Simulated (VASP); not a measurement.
A run of VASP 6.6.1:

INCAR

```
SYSTEM = H2CSO2
  PREC = Accurate
  ENCUT = 520
  EDIFF = 1E-7
  ISMEAR = -1
  SIGMA = 0.02
  LREAL = Auto
  LASPH = .True.
  NELM = 100
  ALGO = Normal
  ISIF = 2
  LWAVE = .False.
  LCHARG = .True.
  GGA = PE
  IVDW = 12
  LELF = .True.
  LVHAR = .True.
  NBANDS = 51
```

KPOINTS

```
regular mesh
0
Gamma
  1 1 1
  0 0 0
```

File POSCAR:

```
H2CSO2
1.0
    6.7320510000      0.0000000000      0.0000000000
    0.0000000000      6.7320510000      0.0000000000
    0.0000000000      0.0000000000      6.7320510000
O C S H
6 3 3 6
Direct
    0.6384384194      0.6105271633      0.5756046708
   -0.0375368517      0.4548093887      0.2582422504
    0.6245793444      0.0431963454      0.3169316453
    0.9572417084     -0.0319664839      0.8742655099
    0.1353376556      0.8427743640      0.2176305557
    0.5862552140      0.1234839130      0.6708950957
    0.5368349111      0.6758861452      0.6920030760
    0.0466276919      0.4082262597      0.4040670518
    0.5453167244      0.1796629289      0.2389464964
    0.4000118240      0.7451369575      0.8781870488
    0.1272272002      0.3281020895      0.6133049200
    0.4310276318      0.3017802450      0.0793071829
    0.8358968166      0.0322190073      0.8284845139
    0.9666741978     -0.1414130701      0.7805199337
    0.0886059835      0.9786467750      0.2059996278
    0.0088234626      0.7656359110      0.2255627594
    0.6430581111      0.0769602013      0.5495204953
    0.4697528287      0.0510394232      0.6798819557
```

Potentials or basis: VASP PAW PBE potentials, release 64 (O, C, S, H).

Command:

```sh
$ cat potpaw_PBE.64/O/POTCAR potpaw_PBE.64/C/POTCAR potpaw_PBE.64/S/POTCAR potpaw_PBE.64/H/POTCAR > POTCAR
$ mpirun -np 1 vasp_gam > vasp.out
```

Hardware: 1 thread of Intel(R) Xeon(R) Platinum 8259CL CPU @ 2.50GHz (Skylake/Cascade Lake), with other jobs on the host.

Q: Estimate the wall time of this run.

A: Run time: 38 s on 1 thread of Intel(R) Xeon(R) Platinum 8259CL CPU @ 2.50GHz (Skylake/Cascade Lake) (shared host), peak memory 0.33 GiB. Counts: scf iterations 17, k points 1.
